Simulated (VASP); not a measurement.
# Ge (Cmcm) in VASP: settings compared

The runs below take Ge through single point, with LDA, BLYP, PBEsol.

Everything below comes from runs of VASP 6.6.1. Logs are shortened: lines on timing, memory, paths and dates and some standing lists are left out, and cuts for length are marked.

### 1 The cell of the first run

It takes space group Cmcm (No. 63, orthorhombic). The conventional cell has a = 2.976 Å, b = 5.189 Å, c = 4.728 Å, α = 90.00°, β = 90.00°, γ = 90.00°. Within 3.9 Å of Ge (site symmetry m2m) lie 12 Ge at 2.92 to 2.99 Å.

### 2 Single point, LDA

INCAR reads:

```
SYSTEM = Ge
ALGO = Normal
EDIFF = 1E-6
ENCUT = 520
GGA = CA
ISIF = 2
ISMEAR = -1
LASPH = .True.
LCHARG = .False.
LREAL = .False.
LWAVE = .False.
NBANDS = 21
NELM = 100
PREC = Accurate
SIGMA = 0.05
```

KPOINTS reads:

```
k-points
0
Gamma
  10 10 5
  0 0 0
```

POSCAR reads:

```
Ge
1.0
    1.4880530000     -2.5946900000      0.0000000000
    1.4880530000      2.5946900000      0.0000000000
    0.0000000000      0.0000000000      4.7275960000
Ge
2
Direct
    0.6665530000      0.3334470000      0.2500000000
    0.3334470000      0.6665530000      0.7500000000
```

Potentials or basis: VASP PAW LDA potentials, release 64 (Ge_d).

The run is started by

```console
> cat potpaw_LDA.64/Ge_d/POTCAR > POTCAR
> mpirun -np 1 vasp_std > vasp.out
```

OUTCAR:

```text
SYSTEM = Ge
   EDIFF = 1E-6
   ENCUT = 520
   GGA = CA
   ISIF = 2
   ISMEAR = -1
   LASPH = .True.
   LREAL = .False.
   NELM = 100
   PREC = Accurate

 ion  position               nearest neighbor table
   1  0.667  0.333  0.250-
   2  0.333  0.667  0.750-

  LATTYP: Found a base centered orthorhombic cell.
 ALAT       =     2.9761060000
 B/A-ratio  =     1.7436811726
 C/A-ratio  =     1.5885173445

  Lattice vectors:

 A1 = (   1.4880530000,  -2.5946900000,   0.0000000000)
 A2 = (   1.4880530000,   2.5946900000,   0.0000000000)
 A3 = (   0.0000000000,   0.0000000000,   4.7275960000)

Analysis of symmetry for initial positions (statically):
=====================================================================
 Subroutine PRICEL returns:
 Original cell was already a primitive cell.

 Routine SETGRP: Setting up the symmetry group for a
 base centered orthorhombic supercell.

 Subroutine GETGRP returns: Found  8 space group operations
 (whereof  4 operations were pure point group operations)
 out of a pool of  8 trial point group operations.

The static configuration has the point symmetry C_2h.
 The point group associated with its full space group is D_2h.

Analysis of symmetry for dynamics (positions and initial velocities):
=====================================================================
 Subroutine PRICEL returns:
 Original cell was already a primitive cell.

 Routine SETGRP: Setting up the symmetry group for a
 base centered orthorhombic supercell.

 Subroutine GETGRP returns: Found  8 space group operations
 (whereof  4 operations were pure point group operations)
 out of a pool of  8 trial point group operations.

The dynamic configuration has the point symmetry C_2h.
 The point group associated with its full space group is D_2h.

 Subroutine INISYM returns: Found  8 space group operations
 (whereof  4 operations are pure point group operations),
 and found     1 'primitive' translations

----------------------------------------------------------------------------------------

                                     Primitive cell

  volume of cell :      36.5068

  direct lattice vectors                    reciprocal lattice vectors
     1.488053000 -2.594690000  0.000000000     0.336009537 -0.192701248  0.000000000
[... 80 lines left out ...]
   ISPIN  =      1    spin polarized calculation?
   LNONCOLLINEAR =      F non collinear calculations
   LSORBIT =      F    spin-orbit coupling
   LASPH  =      T    aspherical Exc in radial PAW
   ENCUT  =  520.0 eV  38.22 Ry    6.18 a.u.   5.56  5.56  8.79*2*pi/ulx,y,z
   NELM   =    100;   NELMIN=  2; NELMDL= -5     # of ELM steps
   EDIFF  = 0.1E-05   stopping-criterion for ELM
   LREAL  =      F    real-space projection
   EDIFFG = 0.1E-04   stopping-criterion for IOM
   NSW    =      0    number of steps for IOM
   IBRION =     -1    ionic relax: 0-MD 1-quasi-New 2-CG
   NFREE  =      0    steps in history (QN), initial steepest desc. (CG)
   ISIF   =      2    stress and relaxation
   ISYM   =      2    0-nonsym 1-usesym 2-fastsym
   POTIM  = 0.5000    time-step for ionic-motion
   TEBEG  =    0.0;   TEEND  =   0.0 temperature during run
   PSTRESS=    0.0 pullay stress
   NELECT =      28.0000    total number of electrons
   NUPDOWN=      -1.0000    fix difference up-down
   EMIN   =  10.00;   EMAX   =-10.00  energy-range for DOS
   EFERMI =   0.00;   METHOD = LEGACY
   ISMEAR =    -1;   SIGMA  =   0.05  broadening in eV -4-tet -1-fermi 0-gaus
   EFERMI_NEDOS =   21; number of points for ismear=-14 and -15
   IALGO  =     38    algorithm
   IMIX   =      4    mixing-type and parameters
     AMIX     =   0.40;   BMIX     =  1.00
     AMIX_MAG =   1.60;   BMIX_MAG =  1.00
  volume/ion in A,a.u.               =      18.25       123.18
  Fermi-wavevector in a.u.,A,eV,Ry     =   1.498544  2.831837 30.553698  2.245633
  Thomas-Fermi vector in A             =   2.610289
   LORBIT       =      0    0 simple, 1 ext, 2 COOP (PROOUT), +10 PAW based schemes
   GGA     = CA    functional components
   LHFCALC =     F    Hartree Fock is set to
   AEXX    =    0.0000 exact exchange contribution
   IVDW    =     0    specifies the selected vdW correction
   LEPSILON=     F    determine dielectric tensor
   LRPA    =     F    only Hartree local field effects (RPA)
 non-spin polarized calculation
  energy-cutoff  :      520.00
  volume of cell :       36.51
 maximum number of plane-waves:      1004
 NGX is ok and might be reduce to    24
   NGX = 11   NGY = 11   NGZ = 17

 number of electron      28.0000012 magnetization

 Free energy of the ion-electron system (eV)
  ---------------------------------------------------
  ext. energy  EPLUGINS =         0.00000000
  ---------------------------------------------------
  free energy    TOTEN  =        -9.73796877 eV

  energy without entropy =       -9.72668853  energy(sigma->0) =       -9.73232865

 E-fermi :   6.8988     XC(G=0): -11.7467

 val. band max:        6.8970874138   @ k =   0.2000   0.1000   0.4000
 cond. band min:       6.9110736626   @ k =  -0.3000   0.1000   0.4000
 fundamental gap:      0.0139862487
 Fermi energy:         6.8987738566

 k-point     1 :       0.0000    0.0000    0.0000
  band No.  band energies     occupation
      1     -17.9623      2.00000
      2     -17.9510      2.00000
      3     -17.9504      2.00000
      4     -17.9472      2.00000
      5     -17.9418      2.00000
      6     -17.9385      2.00000
[... 565 lines left out ...]
     20      22.4774      0.00000
     21      23.0837      0.00000

 [... further k-points ...]

------------------------ aborting loop because EDIFF is reached ----------------------------------------

  FORCE on cell =-STRESS in cart. coord.  units (eV):
  Direction    XX          YY          ZZ          XY          YZ          ZX
  --------------------------------------------------------------------------------------
  -------------------------------------------------------------------------------------
  Total       -0.2833007     -0.1647039     -0.7345831      0.0000000     -0.0000000      0.0000000
  in kB      -12.4332307     -7.2283659    -32.2386829      0.0000000     -0.0000000      0.0000000
  external PRESSURE =     -17.3000932 kB  Pullay stress =       0.0000000 kB

 VOLUME and BASIS-vectors are now :
 -----------------------------------------------------------------------------
  energy-cutoff  :      520.00
  volume of cell :       36.51
      direct lattice vectors                 reciprocal lattice vectors
     1.488053000 -2.594690000  0.000000000     0.336009537 -0.192701248  0.000000000
     1.488053000  2.594690000  0.000000000     0.336009537  0.192701248  0.000000000
     0.000000000  0.000000000  4.727596000     0.000000000  0.000000000  0.211523997

 POSITION                                       TOTAL-FORCE (eV/Angst)
 -----------------------------------------------------------------------------------
      1.48805     -0.86431      1.18190         0.000000      0.003100      0.000000
      1.48805      0.86431      3.54570         0.000000     -0.003100     -0.000000
 -----------------------------------------------------------------------------------
    total drift:                               -0.000000     -0.000000     -0.000000

  FREE ENERGIE OF THE ION-ELECTRON SYSTEM (eV)
  ---------------------------------------------------
  free  energy   TOTEN  =        -9.7379687654 eV

  energy  without entropy=       -9.7266885327  energy(sigma->0) =       -9.73232865
```

stdout:

```text
POSCAR found type information on POSCAR Ge
 POSCAR found :  1 types and       2 ions
 scaLAPACK will be used
 LDA part: xc-table for (Slater(with rela. corr.)+CA(PZ))
 , standard interpolation
 POSCAR, INCAR and KPOINTS ok, starting setup
 FFT: planning ... GRIDC
 FFT: planning ... GRID_SOFT
 FFT: planning ... GRID
 WAVECAR not read
 entering main loop
```

Run time: 15 s. Hardware: 1 thread of Intel Xeon 6975P-C (Granite Rapids), shared host; peak memory 0.17 GiB.

What came out:

```yaml
Free_energy: -9.7380 eV
Pressure: -1.7 GPa
Largest_force: 0.003 eV/Å
Band_gap_on_the_k_mesh: zero (band 14 reaches 13.50 eV, above the bottom of band 15 at 4.45 eV)
```

Forces on the atoms (eV/Å):
```
Ge   0.000  0.003  0.000
Ge   0.000 -0.003  0.000
```

### 3 Single point, BLYP

INCAR reads:

```
  PREC = Accurate
  ENCUT = 520
  EDIFF = 1E-6
  ISMEAR = -1
  SIGMA = 0.05
  LREAL = F
  LASPH = T
  NELM = 60
  ALGO = Normal
  ISIF = 2
  LWAVE = F
  LCHARG = F
  GGA = B5
  ALDAX = 1.0
  AGGAX = 1.0
  AGGAC = 1.0
  ALDAC = 0.0
  NBANDS = 21
```

KPOINTS reads:

```
Automatic mesh
0
Gamma
  10 10 5
```

POSCAR is that of step 2.

Potentials or basis: VASP PAW PBE potentials, release 64 (Ge_d).

The run is started by

```console
> cat potpaw_PBE.64/Ge_d/POTCAR > POTCAR
> mpirun -np 1 vasp_std > vasp.out
```

It took 21 s on 1 thread of Intel Xeon 6975P-C (Granite Rapids), shared host; peak memory 0.18 GiB.

Results (log left out):

```yaml
Free_energy: -6.4082 eV
Pressure: 11.0 GPa
Band_gap_on_the_k_mesh: zero (band 14 reaches 14.14 eV, above the bottom of band 15 at 5.27 eV)
```

Forces in eV/Å, atoms in the order of the input:
```
Ge   0.000  0.002  0.000
Ge   0.000 -0.002  0.000
```

Stress tensor (GPa, compression positive):
```
11.57  0.00  0.00
 0.00 11.99  0.00
 0.00  0.00  9.55
```

Levels at points of the mesh, in eV from the Fermi level:
| k point | band 11 | band 12 | band 13 | band 14 | band 15 | band 16 | band 17 | band 18 |
| --- | --- | --- | --- | --- | --- | --- | --- | --- |
| (0.00, 0.00, 0.00) | -13.47 | -7.71 | -5.52 | 6.30 | 6.41 | 8.38 | 8.50 | 9.71 |
| (0.50, 0.00, 0.00) | -8.63 | -7.22 | -2.49 | -1.40 | -0.97 | 1.48 | 2.25 | 6.63 |
| (0.50, 0.50, 0.00) | -8.70 | -7.27 | -2.53 | -1.42 | -1.03 | 1.45 | 2.40 | 6.77 |

Caveat: the PAW data sets were made with another functional, which shifts forces and pressure a little.

(Part 1 of 2 ends here.)
